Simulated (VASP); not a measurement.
Wanted: the native input for a VASP 6.6.1 run.

- Task: single point
- Functional: LDA
- Potentials or basis: VASP PAW LDA potentials, release 64 (Y_sv, Ge_d, Rh_pv)
- Cutoff: 520 eV
- k mesh: 3 × 3 × 3
- Occupations: gaussian, width 0.1 eV
- Spin: no spin polarisation
- Dipole correction: no
- Further INCAR settings: ALGO = Normal; EDIFF = 1e-07; NBANDS = 50

The structure of Y2GeRh3 lies in POSCAR:

```
Y2GeRh3
1.0
    2.7885900000      1.6099900000      3.9394900000
   -2.7885900000      1.6099900000      3.9394900000
    0.0000000000     -3.2199800000      3.9394900000
Y Ge Rh
2 1 3
Direct
    0.6293400000      0.6293400000      0.6293400000
    0.3706600000      0.3706600000      0.3706600000
    0.0000000000      0.0000000000      0.0000000000
    0.0000000000      0.0000000000      0.5000000000
    0.0000000000      0.5000000000      0.0000000000
    0.5000000000      0.0000000000      0.0000000000
```

The input as run:

INCAR

```
ALGO = Normal
EDIFF = 1E-7
ENCUT = 520
ISIF = 2
ISMEAR = 0
LASPH = True
LCHARG = False
LREAL = False
LWAVE = False
NBANDS = 50
NELM = 80
PREC = Accurate
SIGMA = 0.1
```

KPOINTS

```
k-points
0
Gamma
  3 3 3
```

Potentials or basis: VASP PAW LDA potentials, release 64 (Y_sv, Ge_d, Rh_pv).

The run is started by

```console
$ cat potpaw_LDA.64/Y_sv/POTCAR potpaw_LDA.64/Ge_d/POTCAR potpaw_LDA.64/Rh_pv/POTCAR > POTCAR
$ mpirun -np 1 vasp_std > vasp.out
```

Results of the run:

The pressure is -7.4 GPa, the largest force is 0.031 eV/Å and the band gap on the k mesh is zero (an odd number of electrons rules out a gap without spin polarisation).

Caveat: the k points lie up to 0.47 Å⁻¹ apart, too coarse for converged energies and pressures of a metal.

Wall time 66 s on 1 thread of Intel Xeon 8259CL (shared host), peak memory 0.22 GiB.
